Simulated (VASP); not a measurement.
Runs of VASP 6.6.1 on MgO (CsCl type). The structure is that of space group Pm-3m (No. 221), or close to it. The cells are those of the table. 

| cell | gap on the mesh (eV) | pressure (GPa) |
| --- | --- | --- |
| a = 2.064 Å, 2 atoms | 7.70 | 505.5 |
| a = 2.128 Å, 2 atoms | 7.35 | 369.0 |
| a = 2.035 Å, 2 atoms | 7.87 | 584.0 |
| a = 2.168 Å, 2 atoms | (a) | 300.8 |
| a = 2.093 Å, 2 atoms | (b) | 438.8 |

Alike in all rows: task single point; level PBE; potentials or basis VASP PAW PBE potentials, release 64 (Mg, O); no spin polarisation; k mesh 12 × 12 × 12; cutoff (eV) 600; smearing gaussian 0.01 eV.

Estimate the missing entries.

(a) 7.14; (b) 7.54.

A k mesh can miss the band edges.
